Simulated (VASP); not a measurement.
# ZnS (rocksalt type) (Fm-3m) in VASP: further runs

ZnS (rocksalt type) is run at these levels: PBE; tasks: single point, relaxation of cell and atoms.

Everything below comes from runs of VASP 6.6.1. Logs are shortened: lines on timing, memory, paths and dates and some standing lists are left out, and cuts for length are marked.

## 1. The cell of the first run

The structure is cubic, space group Fm-3m (No. 225). Conventional cell: a = 5.103 Å, b = 5.103 Å, c = 5.103 Å, α = 90.00°, β = 90.00°, γ = 90.00°. Zn (site symmetry m-3m) has 6 S at 2.55 Å within 3.4 Å. S (site symmetry m-3m) has 6 Zn at 2.55 Å within 3.4 Å.

## 2. Single point, PBE (volume scaled by 1, to set the pressure)

INCAR

```
ALGO = Normal
EDIFF = 1E-6
ENCUT = 500
GGA = PE
GGA_COMPAT = False
ISIF = 2
ISMEAR = -1
LASPH = True
LCHARG = False
LREAL = False
LWAVE = False
NBANDS = 16
NELM = 120
PREC = Accurate
SIGMA = 0.05
```

KPOINTS

```
k-points
0
Gamma
  14 14 14
```

POSCAR

```
ZnS
1.0
    0.0000000000      2.5517286076      2.5517286076
    2.5517286076      0.0000000000      2.5517286076
    2.5517286076      2.5517286076      0.0000000000
Zn S
1 1
Direct
    0.0000000000      0.0000000000      0.0000000000
    0.5000000000      0.5000000000      0.5000000000
```

Potentials or basis: VASP PAW PBE potentials, release 64 (Zn, S).

Run with:

```sh
> cat potpaw_PBE.64/Zn/POTCAR potpaw_PBE.64/S/POTCAR > POTCAR
> mpirun -np 1 vasp_std > vasp.out
```

OUTCAR:

```text
EDIFF = 1E-6
   ENCUT = 500
   GGA = PE
   ISIF = 2
   ISMEAR = -1
   LASPH = True
   LREAL = False
   NELM = 120
   PREC = Accurate

 ion  position               nearest neighbor table
   1  0.000  0.000  0.000-   2 2.55   2 2.55   2 2.55   2 2.55   2 2.55   2 2.55
   2  0.500  0.500  0.500-   1 2.55   1 2.55   1 2.55   1 2.55   1 2.55   1 2.55

  LATTYP: Found a face centered cubic cell.
 ALAT       =     5.1034572152

  Lattice vectors:

 A1 = (   0.0000000000,   2.5517286076,   2.5517286076)
 A2 = (   2.5517286076,   0.0000000000,   2.5517286076)
 A3 = (   2.5517286076,   2.5517286076,   0.0000000000)

Analysis of symmetry for initial positions (statically):
=====================================================================
 Subroutine PRICEL returns:
 Original cell was already a primitive cell.

 Routine SETGRP: Setting up the symmetry group for a
 face centered cubic supercell.

 Subroutine GETGRP returns: Found 48 space group operations
 (whereof 48 operations were pure point group operations)
 out of a pool of 48 trial point group operations.

The static configuration has the point symmetry O_h .

Analysis of symmetry for dynamics (positions and initial velocities):
=====================================================================
 Subroutine PRICEL returns:
 Original cell was already a primitive cell.

 Routine SETGRP: Setting up the symmetry group for a
 face centered cubic supercell.

 Subroutine GETGRP returns: Found 48 space group operations
 (whereof 48 operations were pure point group operations)
 out of a pool of 48 trial point group operations.

The dynamic configuration has the point symmetry O_h .

 Subroutine INISYM returns: Found 48 space group operations
 (whereof 48 operations are pure point group operations),
 and found     1 'primitive' translations

----------------------------------------------------------------------------------------

                                     Primitive cell

  volume of cell :      33.2302

  direct lattice vectors                    reciprocal lattice vectors
     0.000000000  2.551728608  2.551728608    -0.195945603  0.195945603  0.195945603
     2.551728608  0.000000000  2.551728608     0.195945603 -0.195945603  0.195945603
     2.551728608  2.551728608  0.000000000     0.195945603  0.195945603 -0.195945603

  length of vectors
     3.608689204  3.608689204  3.608689204     0.339387739  0.339387739  0.339387739

  position of ions in fractional coordinates (direct lattice)
[... 72 lines left out ...]
   ICHARG =      2    charge: 1-file 2-atom 10-const
   ISPIN  =      1    spin polarized calculation?
   LNONCOLLINEAR =      F non collinear calculations
   LSORBIT =      F    spin-orbit coupling
   LASPH  =      T    aspherical Exc in radial PAW
   ENCUT  =  500.0 eV  36.75 Ry    6.06 a.u.   6.58  6.58  6.58*2*pi/ulx,y,z
   NELM   =    120;   NELMIN=  2; NELMDL= -5     # of ELM steps
   EDIFF  = 0.1E-05   stopping-criterion for ELM
   LREAL  =      F    real-space projection
   EDIFFG = 0.1E-04   stopping-criterion for IOM
   NSW    =      0    number of steps for IOM
   IBRION =     -1    ionic relax: 0-MD 1-quasi-New 2-CG
   NFREE  =      0    steps in history (QN), initial steepest desc. (CG)
   ISIF   =      2    stress and relaxation
   ISYM   =      2    0-nonsym 1-usesym 2-fastsym
   POTIM  = 0.5000    time-step for ionic-motion
   TEBEG  =    0.0;   TEEND  =   0.0 temperature during run
   PSTRESS=    0.0 pullay stress
   NELECT =      18.0000    total number of electrons
   NUPDOWN=      -1.0000    fix difference up-down
   EMIN   =  10.00;   EMAX   =-10.00  energy-range for DOS
   EFERMI =   0.00;   METHOD = LEGACY
   ISMEAR =    -1;   SIGMA  =   0.05  broadening in eV -4-tet -1-fermi 0-gaus
   EFERMI_NEDOS =   21; number of points for ismear=-14 and -15
   IALGO  =     38    algorithm
   IMIX   =      4    mixing-type and parameters
     AMIX     =   0.40;   BMIX     =  1.00
     AMIX_MAG =   1.60;   BMIX_MAG =  1.00
  volume/ion in A,a.u.               =      16.62       112.12
  Fermi-wavevector in a.u.,A,eV,Ry     =   1.334508  2.521854 24.230774  1.780912
  Thomas-Fermi vector in A             =   2.463284
   LORBIT       =      0    0 simple, 1 ext, 2 COOP (PROOUT), +10 PAW based schemes
   GGA     = PE    functional components
   LHFCALC =     F    Hartree Fock is set to
   AEXX    =    0.0000 exact exchange contribution
   IVDW    =     0    specifies the selected vdW correction
   LEPSILON=     F    determine dielectric tensor
   LRPA    =     F    only Hartree local field effects (RPA)
 non-spin polarized calculation
  energy-cutoff  :      500.00
  volume of cell :       33.23
 maximum number of plane-waves:       877
   NGX = 13   NGY = 13   NGZ = 13

 number of electron      18.0000002 magnetization

 Free energy of the ion-electron system (eV)
  ---------------------------------------------------
  ext. energy  EPLUGINS =         0.00000000
  ---------------------------------------------------
  free energy    TOTEN  =        -6.21564638 eV

  energy without entropy =       -6.21316845  energy(sigma->0) =       -6.21440741

 E-fermi :   3.8681     XC(G=0): -10.7873

 val. band max:        3.8036993123   @ k =  -0.2143   0.1429   0.0000
 cond. band min:       3.9127027695   @ k =   0.5000   0.4286   0.0000
 fundamental gap:      0.1090034572
 Fermi energy:         3.8681339673

 k-point     1 :       0.0000    0.0000    0.0000
  band No.  band energies     occupation
      1      -9.9609      2.00000
      2      -2.4591      2.00000
      3      -2.4591      2.00000
      4      -2.4447      2.00000
      5      -2.4447      2.00000
      6      -2.4447      2.00000
[... 433 lines left out ...]
      3      -2.5281      2.00000
      4      -2.5269      2.00000
      5      -2.3815      2.00000
      6      -2.3449      2.00000
[... 8 lines left out ...]
     15      16.3605      0.00000
     16      16.9653      0.00000

 [... further k-points ...]
[... 5 lines left out ...]
  --------------------------------------------------------------------------------------
  -------------------------------------------------------------------------------------
  Total        0.0221029      0.0221029      0.0221029      0.0000000      0.0000000     -0.0000000
  in kB        1.0656779      1.0656779      1.0656779      0.0000000      0.0000000     -0.0000000
  external PRESSURE =       1.0656779 kB  Pullay stress =       0.0000000 kB

 VOLUME and BASIS-vectors are now :
 -----------------------------------------------------------------------------
  energy-cutoff  :      500.00
  volume of cell :       33.23
      direct lattice vectors                 reciprocal lattice vectors
     0.000000000  2.551728608  2.551728608    -0.195945603  0.195945603  0.195945603
     2.551728608  0.000000000  2.551728608     0.195945603 -0.195945603  0.195945603
     2.551728608  2.551728608  0.000000000     0.195945603  0.195945603 -0.195945603

 POSITION                                       TOTAL-FORCE (eV/Angst)
 -----------------------------------------------------------------------------------
      0.00000      0.00000      0.00000         0.000000      0.000000      0.000000
      2.55173      2.55173      2.55173        -0.000000     -0.000000     -0.000000
 -----------------------------------------------------------------------------------
    total drift:                               -0.000000      0.000000      0.000000

  FREE ENERGIE OF THE ION-ELECTRON SYSTEM (eV)
  ---------------------------------------------------
  free  energy   TOTEN  =        -6.2156463793 eV

  energy  without entropy=       -6.2131684450  energy(sigma->0) =       -6.21440741
```

OSZICAR:

```text
N       E                     dE             d eps       ncg     rms          rms(c)
DAV:   1     0.844184742523E+02    0.84418E+02   -0.87763E+03  3360   0.139E+03
DAV:   2    -0.164819013947E+01   -0.86067E+02   -0.80344E+02  3760   0.258E+02
DAV:   3    -0.665197246120E+01   -0.50038E+01   -0.49794E+01  4200   0.606E+01
DAV:   4    -0.669685749450E+01   -0.44885E-01   -0.44876E-01  3936   0.577E+00
DAV:   5    -0.669729133259E+01   -0.43384E-03   -0.43382E-03  4256   0.575E-01    0.688E+00
DAV:   6    -0.624714419443E+01    0.45015E+00   -0.77256E-01  4808   0.281E+01    0.534E+00
DAV:   7    -0.621824938033E+01    0.28895E-01   -0.18221E-01  4000   0.405E+00    0.270E+00
DAV:   8    -0.621575614856E+01    0.24932E-02   -0.49359E-03  4528   0.889E-01    0.664E-01
DAV:   9    -0.621559523047E+01    0.16092E-03   -0.13021E-03  4232   0.303E-01    0.715E-02
DAV:  10    -0.621564551638E+01   -0.50286E-04   -0.83336E-05  4144   0.735E-02    0.200E-02
DAV:  11    -0.621564651969E+01   -0.10033E-05   -0.61248E-06  4096   0.251E-02    0.430E-03
DAV:  12    -0.621564637927E+01    0.14042E-06   -0.97839E-07  2368   0.806E-03
   1 F= -.62156464E+01 E0= -.62144074E+01  d E =-.247793E-02
```

It took 37 s on 1 thread of Intel Xeon 6975P-C, shared host; peak memory 0.19 GiB.

Results:

* Free energy: -6.2156 eV
* Pressure: 0.1 GPa
* Band gap on the k mesh: zero (band 9 reaches 3.80 eV, above the bottom of band 10 at 3.51 eV)

Levels at points of the mesh, in eV from the Fermi level:
| k point | band 5 | band 6 | band 7 | band 8 | band 9 | band 10 | band 11 | band 12 | band 13 | band 14 |
| --- | --- | --- | --- | --- | --- | --- | --- | --- | --- | --- |
| (0.00, 0.00, 0.00) | -6.31 | -6.31 | -0.65 | -0.65 | -0.65 | 1.72 | 9.00 | 9.00 | 9.00 | 11.46 |
| (0.50, 0.00, 0.00) | -6.15 | -6.15 | -5.39 | -0.16 | -0.16 | 3.80 | 5.53 | 5.53 | 7.30 | 13.27 |
| (0.50, 0.50, 0.00) | -6.10 | -5.70 | -5.22 | -2.55 | -2.55 | -0.36 | 5.39 | 11.67 | 12.21 | 12.21 |

Caveat: the cell differs from its parent crystal (volume scaled by 1, to set the pressure).

(Continued in part 2 of 2.)
